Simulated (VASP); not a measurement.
# Zn8O7 (a cell with a defect) in VASP: notebook, part 2 of 3

VASP 6.6.1. The steps go on from the part before.

## Step 3: Single point, PBE

INCAR reads:

```
SYSTEM = Zn8O7
PREC = Accurate ; ENCUT = 520
EDIFF = 1E-7 ; ISMEAR = 0
SIGMA = 0.01 ; LREAL = Auto
LASPH = .TRUE. ; NELM = 100
ALGO = Normal ; ISIF = 2
LWAVE = .FALSE. ; LCHARG = .TRUE.
GGA = PE ; LELF = .TRUE.
LVHAR = .TRUE. ; NBANDS = 82
NELECT = 136.0
```

KPOINTS reads:

```
regular mesh
0
G
  3 3 3
  0 0 0
```

POSCAR reads:

```
Zn8O7
1.0
    0.0000000000      0.0000000000     -5.2932332175
   -6.5587815918      0.0000000000      0.0000000000
    3.2793907959      5.6800714763      0.0000000000
Zn O
8 7
Direct
    0.5826897018      0.3333333333      0.1666666667
    0.4961020865      0.8291501795      0.1583003590
    0.4961020865      0.3416996410      0.6708498205
    0.4961020865      0.8291501795      0.6708498205
    0.9808458440      0.7160869963      0.3580434982
    0.9808458440      0.1419565018      0.3580434982
    0.9881663834      0.6666666667      0.8333333333
    0.9808458440      0.1419565018      0.7839130037
    0.1206417457      0.8315102495      0.1630204989
    0.1206417457      0.3369795011      0.6684897505
    0.1206417457      0.8315102495      0.6684897505
    0.6186177306      0.6682482047      0.3341241024
    0.6186177306      0.1658758976      0.3341241024
    0.6177472835      0.6666666667      0.8333333333
    0.6186177306      0.1658758976      0.8317517953
```

Potentials or basis: VASP PAW PBE potentials, release 64 (Zn, O).

On the command line:

```sh
> cat potpaw_PBE.64/Zn/POTCAR potpaw_PBE.64/O/POTCAR > POTCAR
> mpirun -np 1 vasp_std > vasp.out
```

OUTCAR:

```text
SYSTEM = Zn8O7
   PREC = Accurate
   ENCUT = 520
   EDIFF = 1E-7
   ISMEAR = 0
   LREAL = Auto
   LASPH = .TRUE.
   NELM = 100
   ISIF = 2
   GGA = PE
   NELECT = 136.0

 ion  position               nearest neighbor table
   1  0.583  0.333  0.167-  15 1.91  13 1.91  12 1.91   8 3.03   6 3.03   5 3.03
   2  0.496  0.829  0.158-  14 1.95   9 1.99  13 2.02  12 2.02
   3  0.496  0.342  0.671-  14 1.95  10 1.99  13 2.02  15 2.02
   4  0.496  0.829  0.671-  14 1.95  11 1.99  12 2.02  15 2.02
   5  0.981  0.716  0.358-  11 1.93   9 1.93  12 1.94   8 2.79   6 2.79   1 3.03
   6  0.981  0.142  0.358-  10 1.93   9 1.93  13 1.94   8 2.79   5 2.79   1 3.03
   7  0.988  0.667  0.833-  14 1.96   9 2.00  11 2.00  10 2.00
   8  0.981  0.142  0.784-  11 1.93  10 1.93  15 1.94   6 2.79   5 2.79   1 3.03
   9  0.121  0.832  0.163-   6 1.93   5 1.93   2 1.99   7 2.00
  10  0.121  0.337  0.668-   6 1.93   8 1.93   3 1.99   7 2.00
  11  0.121  0.832  0.668-   5 1.93   8 1.93   4 1.99   7 2.00
  12  0.619  0.668  0.334-   1 1.91   5 1.94   4 2.02   2 2.02
  13  0.619  0.166  0.334-   1 1.91   6 1.94   3 2.02   2 2.02
  14  0.618  0.667  0.833-   4 1.95   2 1.95   3 1.95   7 1.96
  15  0.619  0.166  0.832-   1 1.91   8 1.94   4 2.02   3 2.02

  LATTYP: Found a hexagonal cell.
 ALAT       =     6.5587815918
 C/A-ratio  =     0.8070452024

  Lattice vectors:

 A1 = (  -6.5587815918,   0.0000000000,   0.0000000000)
 A2 = (   3.2793907959,   5.6800714763,   0.0000000000)
 A3 = (   0.0000000000,   0.0000000000,  -5.2932332175)

Analysis of symmetry for initial positions (statically):
=====================================================================
 Subroutine PRICEL returns:
 Original cell was already a primitive cell.

 Routine SETGRP: Setting up the symmetry group for a
 hexagonal supercell.

 Subroutine GETGRP returns: Found  6 space group operations
 (whereof  2 operations were pure point group operations)
 out of a pool of 24 trial point group operations.

The static configuration has the point symmetry C_1h.
 The point group associated with its full space group is C_3v.

Analysis of symmetry for dynamics (positions and initial velocities):
=====================================================================
 Subroutine PRICEL returns:
 Original cell was already a primitive cell.

 Routine SETGRP: Setting up the symmetry group for a
 hexagonal supercell.

 Subroutine GETGRP returns: Found  6 space group operations
 (whereof  2 operations were pure point group operations)
 out of a pool of 24 trial point group operations.

The dynamic configuration has the point symmetry C_1h.
 The point group associated with its full space group is C_3v.

 Subroutine INISYM returns: Found  6 space group operations
 (whereof  2 operations are pure point group operations),
 and found     1 'primitive' translations

----------------------------------------------------------------------------------------

                                     Primitive cell

  volume of cell :     197.1960

  direct lattice vectors                    reciprocal lattice vectors
[... 80 lines left out ...]
   dimension x,y,z NGX =    40 NGY =   50 NGZ =   50
   dimension x,y,z NGXF=    80 NGYF=  100 NGZF=  100
   ions per type =               8   7
   NGX,Y,Z   is equivalent  to a cutoff of  12.56, 12.67, 12.67 a.u.
   NGXF,Y,Z  is equivalent  to a cutoff of  25.13, 25.35, 25.35 a.u.
 SYSTEM =  Zn8O7
   PREC   = accura    normal or accurate (medium, high low for compatibility)
   ISTART =      0    job   : 0-new  1-cont  2-samecut
   ICHARG =      2    charge: 1-file 2-atom 10-const
   ISPIN  =      1    spin polarized calculation?
   LNONCOLLINEAR =      F non collinear calculations
   LSORBIT =      F    spin-orbit coupling
   LASPH  =      T    aspherical Exc in radial PAW
   ENCUT  =  520.0 eV  38.22 Ry    6.18 a.u.   9.84 12.19 12.19*2*pi/ulx,y,z
   NELM   =    100;   NELMIN=  2; NELMDL= -5     # of ELM steps
   EDIFF  = 0.1E-06   stopping-criterion for ELM
   LREAL  =      T    real-space projection
   EDIFFG = 0.1E-05   stopping-criterion for IOM
   NSW    =      0    number of steps for IOM
   IBRION =     -1    ionic relax: 0-MD 1-quasi-New 2-CG
   NFREE  =      0    steps in history (QN), initial steepest desc. (CG)
   ISIF   =      2    stress and relaxation
   ISYM   =      2    0-nonsym 1-usesym 2-fastsym
   POTIM  = 0.5000    time-step for ionic-motion
   TEBEG  =    0.0;   TEEND  =   0.0 temperature during run
   PSTRESS=    0.0 pullay stress
   NELECT =     136.0000    total number of electrons
   NUPDOWN=      -1.0000    fix difference up-down
   EMIN   =  10.00;   EMAX   =-10.00  energy-range for DOS
   EFERMI =   0.00;   METHOD = LEGACY
   ISMEAR =     0;   SIGMA  =   0.01  broadening in eV -4-tet -1-fermi 0-gaus
   EFERMI_NEDOS =   21; number of points for ismear=-14 and -15
   IALGO  =     38    algorithm
   IMIX   =      4    mixing-type and parameters
     AMIX     =   0.40;   BMIX     =  1.00
     AMIX_MAG =   1.60;   BMIX_MAG =  1.00
  volume/ion in A,a.u.               =      13.15        88.72
  Fermi-wavevector in a.u.,A,eV,Ry     =   1.446400  2.733300 28.464388  2.092073
  Thomas-Fermi vector in A             =   2.564473
   LORBIT       =      0    0 simple, 1 ext, 2 COOP (PROOUT), +10 PAW based schemes
   GGA     = PE    functional components
   LHFCALC =     F    Hartree Fock is set to
   AEXX    =    0.0000 exact exchange contribution
   IVDW    =     0    specifies the selected vdW correction
   LEPSILON=     F    determine dielectric tensor
   LRPA    =     F    only Hartree local field effects (RPA)
 non-spin polarized calculation
 Gauss-broadening in eV      SIGMA  =   0.01
  energy-cutoff  :      520.00
  volume of cell :      197.20
 maximum number of plane-waves:      5328
 NGX is ok and might be reduce to    40
   NGX = 19   NGY = 25   NGZ = 25

 number of electron     135.9999968 magnetization

 Free energy of the ion-electron system (eV)
  ---------------------------------------------------
  ext. energy  EPLUGINS =         0.00000000
  ---------------------------------------------------
  free energy    TOTEN  =       -65.89117306 eV

  energy without entropy =      -65.89117306  energy(sigma->0) =      -65.89117306

 E-fermi :   0.6991     XC(G=0): -10.2040

 val. band max:        0.6373820340   @ k =   0.0000   0.0000   0.0000
 cond. band min:       0.7891880306   @ k =   0.0000   0.0000   0.0000
 fundamental gap:      0.1518059966
 Fermi energy:         0.6991316177

 k-point     1 :       0.0000    0.0000    0.0000
  band No.  band energies     occupation
      1     -17.3296      2.00000
      2     -16.8330      2.00000
      3     -16.8330      2.00000
      4     -16.8088      2.00000
      5     -16.6145      2.00000
      6     -16.6145      2.00000
[... 570 lines left out ...]
     79       9.0583      0.00000
     80       9.3959      0.00000
 [bands above 80 left out]

------------------------ aborting loop because EDIFF is reached ----------------------------------------

  FORCE on cell =-STRESS in cart. coord.  units (eV):
  Direction    XX          YY          ZZ          XY          YZ          ZX
  --------------------------------------------------------------------------------------
  -------------------------------------------------------------------------------------
  Total       -6.6309407     -6.6309407     -7.0381982      0.0000000      0.0000000      0.0000000
  in kB      -53.8750553    -53.8750553    -57.1839404      0.0000000      0.0000000      0.0000000
  external PRESSURE =     -54.9780170 kB  Pullay stress =       0.0000000 kB

 VOLUME and BASIS-vectors are now :
 -----------------------------------------------------------------------------
  energy-cutoff  :      520.00
  volume of cell :      197.20
      direct lattice vectors                 reciprocal lattice vectors
     0.000000000  0.000000000 -5.293233218     0.000000000  0.000000000 -0.188920450
    -6.558781592  0.000000000  0.000000000    -0.152467343  0.088027061  0.000000000
     3.279390796  5.680071476  0.000000000     0.000000000  0.176054123  0.000000000

 POSITION                                       TOTAL-FORCE (eV/Angst)
 -----------------------------------------------------------------------------------
     -1.63970      0.94668     -3.08431         0.000000      0.000000      0.031955
     -4.91909      0.89916     -2.62598         0.000000      0.019426      0.021421
     -0.04115      3.81047     -2.62598         0.016824     -0.009713      0.021421
     -3.23824      3.81047     -2.62598        -0.016824     -0.009713      0.021421
     -3.52249      2.03371     -5.19185         0.041925     -0.024206      0.006433
      0.24310      2.03371     -5.19185        -0.041925     -0.024206      0.006433
     -1.63970      4.73339     -5.23060         0.000000      0.000000     -0.002031
      1.63970      4.45268     -5.19185        -0.000000      0.048411      0.006433
     -4.91909      0.92597     -0.63858        -0.000000     -0.043608     -0.053099
     -0.01794      3.79707     -0.63858        -0.037765      0.021804     -0.053099
     -3.26145      3.79707     -0.63858         0.037765      0.021804     -0.053099
     -3.28717      1.89785     -3.27449        -0.031223      0.018027      0.024378
      0.00778      1.89785     -3.27449         0.031223      0.018027      0.024378
     -1.63970      4.73339     -3.26988         0.000000      0.000000     -0.027324
      1.63970      4.72441     -3.27449         0.000000     -0.036053      0.024378
 -----------------------------------------------------------------------------------
    total drift:                               -0.000017     -0.000041      0.002475

  FREE ENERGIE OF THE ION-ELECTRON SYSTEM (eV)
  ---------------------------------------------------
  free  energy   TOTEN  =       -65.8911730553 eV

  energy  without entropy=      -65.8911730553  energy(sigma->0) =      -65.89117306
```

Run time: 5.3 min. Hardware: 1 thread of Intel Xeon Platinum 8488C (Sapphire Rapids), shared host; peak memory 0.33 GiB.

What came out:

* Free energy: -65.8912 eV
* Largest force: 0.069 eV/Å

Forces in eV/Å, atoms in the order of the input:
```
Zn   0.000  0.000  0.032
Zn   0.000  0.019  0.021
Zn   0.017 -0.010  0.021
Zn  -0.017 -0.010  0.021
Zn   0.042 -0.024  0.006
Zn  -0.042 -0.024  0.006
Zn   0.000  0.000 -0.002
Zn   0.000  0.048  0.006
O    0.000 -0.044 -0.053
O   -0.038  0.022 -0.053
O    0.038  0.022 -0.053
O   -0.031  0.018  0.024
O    0.031  0.018  0.024
O    0.000  0.000 -0.027
O    0.000 -0.036  0.024
```

Levels at points of the mesh, in eV from the Fermi level:
```tsv
k point	band 65	band 66	band 67	band 68	band 69	band 70	band 71	band 72
(0.00, 0.00, 0.00)	-0.84	-0.31	-0.06	-0.06	0.09	3.24	4.80	4.80
```

Caveat: the cell carries a net charge on a neutralising background, which shifts energy and pressure; the cell is charged against a uniform background, so pressure and absolute levels hang on convention.

## Step 4: Single point, PBE, collinear spin

INCAR reads:

```
PREC = Accurate
ENCUT = 520
EDIFF = 1E-6
ISMEAR = 0
SIGMA = 0.01
LREAL = Auto
LASPH = True
NELM = 150
ALGO = Normal
ISIF = 2
LWAVE = False
LCHARG = False
ISPIN = 2
MAGMOM = 0.25 0 0 0 0.25 0.25 0 0.25 0 0 0 0 0 0 0
LORBIT = 11
GGA = PE
NELECT = 137.0
NBANDS = 86
```

KPOINTS reads:

```
regular mesh
0
Gamma
  3 3 3
```

POSCAR reads:

```
Zn8O7
1.0
    0.0000000000      0.0000000000     -5.2932332175
   -6.5587815918      0.0000000000      0.0000000000
    3.2793907959      5.6800714763      0.0000000000
Zn O
8 7
Direct
    0.5432799291      0.3333333333      0.1666666667
    0.4969757584      0.8309960268      0.1619920535
    0.4969757584      0.3380079465      0.6690039732
    0.4969757584      0.8309960268      0.6690039732
    0.9928914930      0.6842607226      0.3421303613
    0.9928914930      0.1578696387      0.3421303613
    0.9921641693      0.6666666667      0.8333333333
    0.9928914930      0.1578696387      0.8157392774
    0.1190453183      0.8329924072      0.1659848143
    0.1190453183      0.3340151857      0.6670075928
    0.1190453183      0.8329924072      0.6670075928
    0.6190803726      0.6675279206      0.3337639603
    0.6190803726      0.1662360397      0.3337639603
    0.6178026639      0.6666666667      0.8333333333
    0.6190803726      0.1662360397      0.8324720794
```

Potentials or basis: VASP PAW PBE potentials, release 64 (Zn, O).

On the command line:

```sh
> cat potpaw_PBE.64/Zn/POTCAR potpaw_PBE.64/O/POTCAR > POTCAR
> mpirun -np 1 vasp_std > vasp.out
```

OUTCAR:

```text
PREC = Accurate
   ENCUT = 520
   EDIFF = 1E-6
   ISMEAR = 0
   LREAL = Auto
   LASPH = True
   NELM = 150
   ISIF = 2
   ISPIN = 2
   LORBIT = 11
   GGA = PE
   NELECT = 137.0

 ion  position               nearest neighbor table
   1  0.543  0.333  0.167-  13 1.94  15 1.94  12 1.94
   2  0.497  0.831  0.162-  14 1.97   9 2.00  13 2.01  12 2.01
   3  0.497  0.338  0.669-  14 1.97  10 2.00  13 2.01  15 2.01
   4  0.497  0.831  0.669-  14 1.97  11 2.00  12 2.01  15 2.01
   5  0.993  0.684  0.342-  11 1.96   9 1.96  12 1.98
   6  0.993  0.158  0.342-  10 1.96   9 1.96  13 1.98
   7  0.992  0.667  0.833-  14 1.98   9 2.01  11 2.01  10 2.01
   8  0.993  0.158  0.816-  11 1.96  10 1.96  15 1.98
   9  0.119  0.833  0.166-   6 1.96   5 1.96   2 2.00   7 2.01
  10  0.119  0.334  0.667-   6 1.96   8 1.96   3 2.00   7 2.01
  11  0.119  0.833  0.667-   5 1.96   8 1.96   4 2.00   7 2.01
  12  0.619  0.668  0.334-   1 1.94   5 1.98   4 2.01   2 2.01
  13  0.619  0.166  0.334-   1 1.94   6 1.98   3 2.01   2 2.01
  14  0.618  0.667  0.833-   2 1.97   4 1.97   3 1.97   7 1.98
  15  0.619  0.166  0.832-   1 1.94   8 1.98   4 2.01   3 2.01

  LATTYP: Found a hexagonal cell.
 ALAT       =     6.5587815918
 C/A-ratio  =     0.8070452024

  Lattice vectors:

 A1 = (  -6.5587815918,   0.0000000000,   0.0000000000)
 A2 = (   3.2793907959,   5.6800714763,   0.0000000000)
 A3 = (   0.0000000000,   0.0000000000,  -5.2932332175)

Analysis of symmetry for initial positions (statically):
=====================================================================
 Subroutine PRICEL returns:
 Original cell was already a primitive cell.

 Routine SETGRP: Setting up the symmetry group for a
 hexagonal supercell.

 Subroutine GETGRP returns: Found  6 space group operations
 (whereof  2 operations were pure point group operations)
[... 1370 lines left out ...]
  -------------------------------------------------------------------------------------
  Total       -4.1602988     -4.1602988     -3.6700259      0.0000000      0.0000000     -0.0000000
  in kB      -33.8015883    -33.8015883    -29.8182199      0.0000000      0.0000000     -0.0000000
  external PRESSURE =     -32.4737989 kB  Pullay stress =       0.0000000 kB

 VOLUME and BASIS-vectors are now :
 -----------------------------------------------------------------------------
  energy-cutoff  :      520.00
  volume of cell :      197.20
      direct lattice vectors                 reciprocal lattice vectors
     0.000000000  0.000000000 -5.293233218     0.000000000  0.000000000 -0.188920450
    -6.558781592  0.000000000  0.000000000    -0.152467343  0.088027061  0.000000000
     3.279390796  5.680071476  0.000000000     0.000000000  0.176054123  0.000000000

 POSITION                                       TOTAL-FORCE (eV/Angst)
 -----------------------------------------------------------------------------------
     -1.63970      0.94668     -2.87571        -0.000000      0.000000      0.043468
     -4.91909      0.92013     -2.63061        -0.000000      0.006354     -0.000431
     -0.02299      3.79999     -2.63061         0.005503     -0.003177     -0.000431
     -3.25640      3.79999     -2.63061        -0.005503     -0.003177     -0.000431
     -3.36594      1.94332     -5.25561         0.042683     -0.024643     -0.015054
      0.08655      1.94332     -5.25561        -0.042683     -0.024643     -0.015054
     -1.63970      4.73339     -5.25176        -0.000000      0.000000     -0.012227
      1.63970      4.63346     -5.25561        -0.000000      0.049286     -0.015054
     -4.91909      0.94281     -0.63013         0.000000     -0.026526     -0.016778
     -0.00335      3.78865     -0.63013        -0.022973      0.013263     -0.016778
     -3.27604      3.78865     -0.63013         0.022973      0.013263     -0.016778
     -3.28363      1.89580     -3.27694        -0.023428      0.013526      0.021573
      0.00424      1.89580     -3.27694         0.023428      0.013526      0.021573
     -1.63970      4.73339     -3.27017        -0.000000     -0.000000      0.000826
      1.63970      4.72850     -3.27694        -0.000000     -0.027052      0.021573
 -----------------------------------------------------------------------------------
    total drift:                               -0.000018     -0.000019      0.020034

  FREE ENERGIE OF THE ION-ELECTRON SYSTEM (eV)
  ---------------------------------------------------
  free  energy   TOTEN  =       -64.1219142413 eV

  energy  without entropy=      -64.1209302932  energy(sigma->0) =      -64.12142227

 total charge

# of ion       s       p       d       tot
------------------------------------------
    1        0.476   0.432   9.861  10.770
    2        0.438   0.445   9.887  10.770
    3        0.438   0.445   9.887  10.770
    4        0.438   0.445   9.887  10.770
    5        0.478   0.404   9.846  10.729
    6        0.478   0.404   9.846  10.729
    7        0.435   0.444   9.888  10.767
    8        0.478   0.404   9.846  10.729
    9        1.555   3.421   0.000   4.976
   10        1.555   3.421   0.000   4.976
   11        1.555   3.421   0.000   4.976
   12        1.555   3.420   0.000   4.975
   13        1.555   3.420   0.000   4.975
   14        1.548   3.441   0.000   4.990
   15        1.555   3.420   0.000   4.975
--------------------------------------------------
tot         14.540  27.389  78.946 120.875

 magnetization (x)

# of ion       s       p       d       tot
------------------------------------------
    1        0.002   0.005   0.002   0.009
    2       -0.001   0.000   0.001   0.001
    3       -0.001   0.000   0.001   0.001
    4       -0.001   0.000   0.001   0.001
    5        0.007   0.011   0.003   0.021
    6        0.007   0.011   0.003   0.021
    7       -0.001  -0.000   0.000  -0.001
    8        0.007   0.011   0.003   0.021
    9        0.001   0.010   0.000   0.011
   10        0.001   0.010   0.000   0.011
   11        0.001   0.010   0.000   0.011
   12        0.001   0.018   0.000   0.019
   13        0.001   0.018   0.000   0.019
   14       -0.000   0.002   0.000   0.002
   15        0.001   0.018   0.000   0.019
--------------------------------------------------
tot          0.024   0.126   0.014   0.163
```

Wall time 26 min (1 thread of AMD EPYC 7R13, shared host); peak memory 0.42 GiB.

Results:

```yaml
Free_energy: -64.1219 eV
Largest_force: 0.052 eV/Å
Net_moment: 0.33 μB per cell
Site_moments: Zn +0.01, +0.00, +0.02, -0.00; O +0.01, +0.02, +0.00 μB
Valence_electrons_inside_the_program's_atomic_spheres: Zn 10.77, 10.73; O 4.98, 4.97, 4.99
```

Forces on the atoms (eV/Å):
```
Zn   0.000  0.000  0.043
Zn   0.000  0.006  0.000
Zn   0.006 -0.003  0.000
Zn  -0.006 -0.003  0.000
Zn   0.043 -0.025 -0.015
Zn  -0.043 -0.025 -0.015
Zn   0.000  0.000 -0.012
Zn   0.000  0.049 -0.015
O    0.000 -0.027 -0.017
O   -0.023  0.013 -0.017
O    0.023  0.013 -0.017
O   -0.023  0.014  0.022
O    0.023  0.014  0.022
O    0.000  0.000  0.001
O    0.000 -0.027  0.022
```

Caveat: the k points lie up to 0.40 Å⁻¹ apart; the cell carries a net charge on a neutralising background, which shifts energy and pressure; the cell is charged against a uniform background, so pressure and absolute levels hang on convention.

(Part 2 of 3 ends here.)
